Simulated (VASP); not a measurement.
TePb: single point with PBE

Crystal: TePb.

```
Te Pb
1.0
     0.00000    3.22700    3.22700
     3.22700    0.00000    3.22700
     3.22700    3.22700    0.00000
Te Pb
1 1
Direct
  0.50000 0.50000 0.50000
  0.00968 0.00968 0.99032
```

This cell differs from its parent crystal: all Pb atoms moved +0.062 Å, as atom 2 along Cartesian [0 0 1].

```yaml
Program: VASP 6.6.1
Task: single point
Functional: PBE
Potentials_or_basis: VASP PAW PBE potentials, release 64 (Te, Pb_d)
Cutoff: 520 eV
k_mesh: 8 × 8 × 8
Occupations: gaussian, width 0.05 eV
Spin: no spin polarisation
Dipole_correction: no
Further_INCAR_settings: ALGO = Normal; EDIFF = 1e-07; NBANDS = 17
```

```json
{
 "Pressure": "2.3 GPa",
 "Largest force": "0.045 eV/Å",
 "Band gap on the k mesh": "0.75 eV, direct"
}
```

Forces in eV/Å, atoms in the order of the input:
```
Te   0.000  0.000  0.045
Pb   0.000  0.000 -0.045
```

Stress tensor (GPa, compression positive):
```
2.27 0.00 0.00
0.00 2.27 0.00
0.00 0.00 2.42
```

Levels at points of the mesh, in eV from the valence-band top:
```csv
k point,band 6,band 7,band 8,band 9,band 10,band 11,band 12,band 13,band 14,band 15
"(0.00, 0.00, 0.00)",-12.05,-5.57,-1.36,-1.35,-1.35,4.07,4.07,4.10,5.79,5.82
"(0.50, 0.00, 0.00)",-10.60,-8.59,-0.91,-0.90,0.00,0.75,1.27,1.29,8.39,9.25
"(0.50, 0.50, 0.00)",-10.34,-7.31,-4.50,-2.82,-2.82,3.28,5.50,5.50,6.75,10.11
"(0.00, 0.50, 0.50)",-10.35,-7.29,-4.52,-2.81,-2.81,3.26,5.51,5.52,6.74,10.11
```

Wall time 31 s on 1 thread of Intel(R) Xeon(R) Platinum 8559C (Emerald Rapids) (shared host), peak memory 0.24 GiB.

Caveat: the cell differs from its parent crystal (all Pb atoms moved +0.062 Å, as atom 2 along Cartesian [0 0 1]); spin-orbit coupling is left out, which moves the levels of the heavy elements. A k mesh can miss the band edges.
